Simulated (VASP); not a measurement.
**MgC2: single point with PBE**

The system is MgC2.

```
CELL_PARAMETERS angstrom
3.89738 0.00000 0.00000
0.00000 3.89738 0.00000
0.00000 0.00000 4.91969
ATOMIC_POSITIONS crystal
Mg 0.50000 0.50000 0.00000
Mg 0.00000 0.00000 0.50000
C 0.88765 0.88765 0.00000
C 0.61235 0.38766 0.50000
C 0.11235 0.11235 0.00000
C 0.38766 0.61235 0.50000
```

| Quantity | Value |
| --- | --- |
| Program | VASP 6.6.1 |
| Task | single point |
| Functional | PBE |
| Potentials or basis | VASP PAW PBE potentials, release 64 (Mg, C) |
| Cutoff | 520 eV |
| k mesh | 4 × 4 × 4 |
| Occupations | gaussian, width 0.01 eV |
| Spin | no spin polarisation |
| Dipole correction | no |
| Further INCAR settings | ALGO = Normal; EDIFF = 1e-06; NBANDS = 19 |

The pressure is 4.8 GPa. The largest force is 1.148 eV/Å and the band gap on the k mesh is 2.53 eV, indirect (least direct gap 2.94 eV).

Forces on the atoms (eV/Å):
```
Mg   0.000  0.000  0.000
Mg   0.000  0.000  0.000
C   -0.812 -0.812  0.000
C    0.812 -0.812  0.000
C    0.812  0.812  0.000
C   -0.812  0.812  0.000
```

Stress tensor (GPa, compression positive):
```
6.07 0.00 0.00
0.00 6.07 0.00
0.00 0.00 2.14
```

Levels at points of the mesh, in eV from the valence-band top:
```
           k point  band 8  band 9  band 10  band 11  band 12  band 13
(0.00, 0.00, 0.00)   -0.49   -0.41    -0.41     2.53     5.30     5.67
(0.50, 0.00, 0.00)   -1.71   -0.34    -0.34     5.45     5.45     5.56
(0.50, 0.50, 0.00)   -1.77   -0.99    -0.99     3.91     3.91     6.81
(0.00, 0.00, 0.50)   -0.81   -0.36    -0.36     3.63     3.63     5.85
(0.50, 0.00, 0.50)   -1.35   -0.76    -0.76     4.11     4.11     6.58
(0.50, 0.50, 0.50)   -2.71    0.00     0.00     5.31     5.31     7.94
```

It took 19 s on 1 thread of Intel(R) Xeon(R) Platinum 8488C (Sapphire Rapids) (shared host), peak memory 0.18 GiB.

Caveat: forces of over 1 eV/Å act on the atoms, so gaps and moduli don't describe the material at rest. A k mesh can miss the band edges.
